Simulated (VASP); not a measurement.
Wanted: the native input for a VASP 6.6.1 run.

```yaml
Task: single point
Functional: PBEsol
Potentials_or_basis: VASP PAW PBE potentials, release 64 (Ge_d)
Cutoff: 520 eV
k_mesh: 12 × 12 × 11
Occupations: fermi-dirac, width 0.1 eV
Spin: no spin polarisation
Dipole_correction: no
Further_INCAR_settings: ALGO = Normal; EDIFF = 1e-06; NBANDS = 13
```

The structure of Ge lies in POSCAR:

```
Ge
1.0
    1.3782662934     -2.5653695835      0.0000000000
    1.3782662934      2.5653695835      0.0000000000
    0.0000000000      0.0000000000      2.6617639486
Ge
1
Direct
    0.5000000000      0.5000000000      0.0000000000
```

The input as run:

INCAR

```
ALGO = Normal
EDIFF = 1E-6
ENCUT = 520
GGA = PS
ISIF = 2
ISMEAR = -1
LASPH = T
LCHARG = F
LREAL = F
LWAVE = F
NBANDS = 13
NELM = 80
PREC = Accurate
SIGMA = 0.1
```

KPOINTS

```
k-points
0
Gamma
  12 12 11
```

Potentials or basis: VASP PAW PBE potentials, release 64 (Ge_d).

Run with:

```bash
$ cat potpaw_PBE.64/Ge_d/POTCAR > POTCAR
$ mpirun -np 1 vasp_std > vasp.out
```

Results of the run:

```
Pressure               : -1.7 GPa
Band gap on the k mesh : zero (band 7 reaches 13.38 eV, above the bottom of band 8 at 3.15 eV)
```

Caveat: the PAW data sets were made with another functional, which shifts forces and pressure a little.

Wall time 47 s on 1 thread of AMD EPYC 7R13, with other jobs on the host, peak memory 0.14 GiB.
